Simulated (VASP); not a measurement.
# CaF2 (Fm-3m) in VASP: relaxation of cell and atoms with LDA

Aim: the relaxation of cell and atoms of CaF2 with LDA.

Everything below comes from runs of VASP 6.6.1. Logs are shortened: lines on timing, memory, paths and dates and some standing lists are left out, and cuts for length are marked.

## Step 1: The cell of the first run

The structure is cubic, space group Fm-3m (No. 225). Conventional cell: a = 5.326 Å, b = 5.326 Å, c = 5.326 Å, α = 90.00°, β = 90.00°, γ = 90.00°. Ca (site symmetry m-3m) has 8 F at 2.31 Å within 3.0 Å. Within 3.0 Å of F (site symmetry -43m) lie 4 Ca at 2.31 Å and 6 F at 2.66 Å.

## Step 2: Relaxation of cell and atoms, LDA, target pressure 9 GPa, at which the enthalpy is minimised

Input file INCAR:

```
  PREC = Accurate
  ENCUT = 600
  EDIFF = 1E-7
  ISMEAR = 0
  SIGMA = 0.01
  LREAL = False
  LASPH = True
  NELM = 120
  ALGO = Normal
  ISIF = 3
  LWAVE = False
  LCHARG = False
  GGA = CA
  IBRION = 2
  NSW = 80
  EDIFFG = -0.001
  PSTRESS = 90.0
  GGA_COMPAT = False
  NELMIN = 4
```

Input file KPOINTS:

```
regular mesh
0
Gamma
  8 8 8
```

Input file POSCAR:

```
CaF2
1.0
    0.0000000000      2.6629890288      2.6629890288
    2.6629890288      0.0000000000      2.6629890288
    2.6629890288      2.6629890288      0.0000000000
Ca F
1 2
Direct
    0.0000000000      0.0000000000      0.0000000000
    0.2500000000      0.2500000000      0.2500000000
    0.7500000000      0.7500000000      0.7500000000
```

Potentials or basis: VASP PAW LDA potentials, release 64 (Ca_sv, F).

On the command line:

```console
> cat potpaw_LDA.64/Ca_sv/POTCAR potpaw_LDA.64/F/POTCAR > POTCAR
> mpirun -np 1 vasp_std > vasp.out
```

OUTCAR:

```text
PREC = Accurate
   ENCUT = 600
   EDIFF = 1E-7
   ISMEAR = 0
   LREAL = False
   LASPH = True
   NELM = 120
   ISIF = 3
   GGA = CA
   IBRION = 2
   NSW = 80
   EDIFFG = -0.001
   PSTRESS = 90.0
   NELMIN = 4

 ion  position               nearest neighbor table
   1  0.000  0.000  0.000-   3 2.31   3 2.31   3 2.31   2 2.31   3 2.31   2 2.31   2 2.31   2 2.31

   2  0.250  0.250  0.250-   1 2.31   1 2.31   1 2.31   1 2.31
   3  0.750  0.750  0.750-   1 2.31   1 2.31   1 2.31   1 2.31

  LATTYP: Found a face centered cubic cell.
 ALAT       =     5.3259780576

  Lattice vectors:

 A1 = (   0.0000000000,   2.6629890288,   2.6629890288)
 A2 = (   2.6629890288,   0.0000000000,   2.6629890288)
 A3 = (   2.6629890288,   2.6629890288,   0.0000000000)

Analysis of symmetry for initial positions (statically):
=====================================================================
 Subroutine PRICEL returns:
 Original cell was already a primitive cell.

 Routine SETGRP: Setting up the symmetry group for a
 face centered cubic supercell.

 Subroutine GETGRP returns: Found 48 space group operations
 (whereof 48 operations were pure point group operations)
 out of a pool of 48 trial point group operations.

The static configuration has the point symmetry O_h .

Analysis of symmetry for dynamics (positions and initial velocities):
=====================================================================
 Subroutine PRICEL returns:
 Original cell was already a primitive cell.

 Routine SETGRP: Setting up the symmetry group for a
 face centered cubic supercell.

 Subroutine GETGRP returns: Found 48 space group operations
 (whereof 48 operations were pure point group operations)
 out of a pool of 48 trial point group operations.

The dynamic configuration has the point symmetry O_h .

 Subroutine INISYM returns: Found 48 space group operations
 (whereof 48 operations are pure point group operations),
 and found     1 'primitive' translations

----------------------------------------------------------------------------------------

                                     Primitive cell

  volume of cell :      37.7692

  direct lattice vectors                    reciprocal lattice vectors
     0.000000000  2.662989029  2.662989029    -0.187758941  0.187758941  0.187758941
     2.662989029  0.000000000  2.662989029     0.187758941 -0.187758941  0.187758941
     2.662989029  2.662989029  0.000000000     0.187758941  0.187758941 -0.187758941
[... 94 lines left out ...]
   POTIM  = 0.5000    time-step for ionic-motion
   TEBEG  =    0.0;   TEEND  =   0.0 temperature during run
   PSTRESS=   90.0 pullay stress
   NELECT =      24.0000    total number of electrons
   NUPDOWN=      -1.0000    fix difference up-down
   EMIN   =  10.00;   EMAX   =-10.00  energy-range for DOS
   EFERMI =   0.00;   METHOD = LEGACY
   ISMEAR =     0;   SIGMA  =   0.01  broadening in eV -4-tet -1-fermi 0-gaus
   EFERMI_NEDOS =   21; number of points for ismear=-14 and -15
   IALGO  =     38    algorithm
   IMIX   =      4    mixing-type and parameters
     AMIX     =   0.40;   BMIX     =  1.00
     AMIX_MAG =   1.60;   BMIX_MAG =  1.00
  volume/ion in A,a.u.               =      12.59        84.96
  Fermi-wavevector in a.u.,A,eV,Ry     =   1.407449  2.659692 26.951937  1.980911
  Thomas-Fermi vector in A             =   2.529707
   LORBIT       =      0    0 simple, 1 ext, 2 COOP (PROOUT), +10 PAW based schemes
   GGA     = CA    functional components
   LHFCALC =     F    Hartree Fock is set to
   AEXX    =    0.0000 exact exchange contribution
   IVDW    =     0    specifies the selected vdW correction
   LEPSILON=     F    determine dielectric tensor
   LRPA    =     F    only Hartree local field effects (RPA)
 conjugate gradient relaxation of ions
 non-spin polarized calculation
 Gauss-broadening in eV      SIGMA  =   0.01
  energy-cutoff  :      600.00
  volume of cell :       37.77
 maximum number of plane-waves:      1283
   NGX = 15   NGY = 15   NGZ = 15

--------------------------------------- Ionic step        1  -------------------------------------------

 number of electron      23.9999999 magnetization

 Free energy of the ion-electron system (eV)
  ---------------------------------------------------
  ext. energy  EPLUGINS =         0.00000000
  ---------------------------------------------------
  free energy    TOTEN  =       -19.01094830 eV

  energy without entropy =      -19.01094830  energy(sigma->0) =      -19.01094830

------------------------ aborting loop because EDIFF is reached ----------------------------------------

  FORCE on cell =-STRESS in cart. coord.  units (eV):
  Direction    XX          YY          ZZ          XY          YZ          ZX
  --------------------------------------------------------------------------------------
  -------------------------------------------------------------------------------------
  Total        0.1162083      0.1162083      0.1162083     -0.0000000     -0.0000000      0.0000000
  in kB        4.9295771      4.9295771      4.9295771     -0.0000000     -0.0000000      0.0000000
  external PRESSURE =     -85.0704229 kB  Pullay stress =      90.0000000 kB
[... 65 lines left out ...]
--------------------------------------- Ionic step        3  -------------------------------------------

 number of electron      24.0000015 magnetization

 Free energy of the ion-electron system (eV)
  ---------------------------------------------------
  ext. energy  EPLUGINS =         0.00000000
  ---------------------------------------------------
  free energy    TOTEN  =       -18.93959420 eV

  energy without entropy =      -18.93959420  energy(sigma->0) =      -18.93959420

 E-fermi :  -0.4114     XC(G=0): -11.1208

 val. band max:       -0.4949923518   @ k =   0.5000   0.5000   0.0000
 cond. band min:       7.3063285178   @ k =   0.0000   0.0000   0.0000
 fundamental gap:      7.8013208696
 Fermi energy:        -0.4114204209

 k-point     1 :       0.0000    0.0000    0.0000
  band No.  band energies     occupation
      1     -35.2922      2.00000
      2     -20.4049      2.00000
      3     -19.3436      2.00000
      4     -16.5169      2.00000
      5     -16.5169      2.00000
      6     -16.5169      2.00000
[... 433 lines left out ...]
      3     -20.2316      2.00000
      4     -16.6541      2.00000
      5     -16.2965      2.00000
      6     -15.9174      2.00000
[... 8 lines left out ...]
     15      10.2145      0.00000
     16      10.6836      0.00000

 [... further k-points ...]

------------------------ aborting loop because EDIFF is reached ----------------------------------------

  FORCE on cell =-STRESS in cart. coord.  units (eV):
  Direction    XX          YY          ZZ          XY          YZ          ZX
  --------------------------------------------------------------------------------------
  -------------------------------------------------------------------------------------
  Total        1.9802652      1.9802652      1.9802652      0.0000000      0.0000000     -0.0000000
  in kB       90.1081517     90.1081517     90.1081517      0.0000000      0.0000000     -0.0000000
  external PRESSURE =       0.1081517 kB  Pullay stress =      90.0000000 kB
[... 22 lines left out ...]
  energy  without entropy=      -18.9395942015  energy(sigma->0) =      -18.93959420

  enthalpy is  TOTEN    =       -16.9617058002 eV   P V=        1.9778884013

 reached required accuracy - stopping structural energy minimisation
```

Run time: 2.3 min. Hardware: 1 thread of Intel Xeon 8259CL, shared host; peak memory 0.17 GiB.

Results:

```yaml
Free_energy: -18.9396 eV
Relaxed_volume: 11.74 Å³/atom
Relaxed_cell: a = 3.679 Å, b = 3.679 Å, c = 3.679 Å, α = 60.00°, β = 60.00°, γ = 60.00°
Space_group_after_relaxing_to_0.1_Å: Fm-3m (No. 225)
Energy_change_on_relaxing_the_run_minimises_the_enthalpy: +23.8 meV/atom
Ionic_steps: 3
Pressure_after_relaxing: 9.0 GPa
Band_gap_on_the_k_mesh: 7.80 eV (least direct gap 8.08 eV)
```

The path:
```csv
step,energy change (eV),largest force (eV/Å),pressure (GPa),volume (Å³)
1,0.0000,0.0000,0.49,37.77
2,0.1390,0.0000,13.26,34.23
3,0.0714,0.0000,9.01,35.21
```

Final structure:
```cif
data_structure
_symmetry_space_group_name_H-M 'P 1'
_symmetry_Int_Tables_number 1
_cell_length_a 3.6790
_cell_length_b 3.6790
_cell_length_c 3.6790
_cell_angle_alpha 60.000
_cell_angle_beta 60.000
_cell_angle_gamma 60.000
_cell_volume 35.21
loop_
_atom_site_label
_atom_site_type_symbol
_atom_site_fract_x
_atom_site_fract_y
_atom_site_fract_z
_atom_site_occupancy
Ca1 Ca 0.00000 0.00000 0.00000 1
F1 F 0.25000 0.25000 0.25000 1
F2 F 0.75000 0.75000 0.75000 1
```

Levels at points of the mesh, in eV from the valence-band top:
| k point | band 10 | band 11 | band 12 | band 13 | band 14 | band 15 |
| --- | --- | --- | --- | --- | --- | --- |
| (0.00, 0.00, 0.00) | -0.28 | -0.28 | -0.28 | 7.80 | 9.55 | 9.55 |
| (0.50, 0.00, 0.00) | -1.45 | -0.94 | -0.94 | 9.86 | 9.86 | 10.63 |
| (0.50, 0.50, 0.00) | -0.48 | -0.48 | 0.00 | 8.23 | 10.29 | 10.78 |

Caveat: the cell is relaxed towards a set pressure, so the run minimises the enthalpy, not the energy. Zero-point motion and thermal expansion aren't in these numbers.
